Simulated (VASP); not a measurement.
Runs of VASP 6.6.1 on NaY. The structure is that of space group Pm-3m (No. 221), or close to it. The cells are those of the table. 

| task | cell | k mesh | cutoff (eV) | smearing | gap on the mesh (eV) | pressure (GPa) | relaxed volume (Å³/atom) |
| --- | --- | --- | --- | --- | --- | --- | --- |
| relaxation of cell and atoms | relaxed from a = 3.750 Å, 2 atoms | 12 × 12 × 12 | 600 | gaussian 0.1 eV | none | 0.0 | 31.03 |
| single point | a = 3.958 Å, 2 atoms | 12 × 12 × 12 | 520 | gaussian 0.1 eV | none | 0.0 | - |
| relaxation of cell and atoms | relaxed from a = 3.958 Å, 2 atoms | 10 × 10 × 10 | 600 | gaussian 0.1 eV | none | 0.0 | - |
| single point | a = 3.966 Å, 2 atoms | 10 × 10 × 10 | 520 | fermi-dirac 0.15 eV | none | 0.0 | - |
| relaxation of cell and atoms | relaxed from a = 3.958 Å, 2 atoms | 10 × 10 × 10 | 600 | fermi-dirac 0.15 eV | none | 0.0 | (a) |
| single point | a = 3.958 Å, 2 atoms | 10 × 10 × 10 | 520 | gaussian 0.1 eV | none | 0.0 | - |

Alike in all rows: level PBEsol; potentials or basis VASP PAW PBE potentials, release 64 (Na_pv, Y_sv); no spin polarisation.

Question: Fill in the values left out.

Answer: (a) 31.16.

Caveats: the PAW data sets were made with another functional, which shifts forces and pressure a little; the volume moved by over 15 % at a fixed basis, so the end points are rough (some runs); the relaxation stopped at its first step, so nothing moved (some runs).

A k mesh can miss the band edges, and the runs leave out spin-orbit coupling on Y.

A gap of «none» marks levels without a gap at the run's occupations.
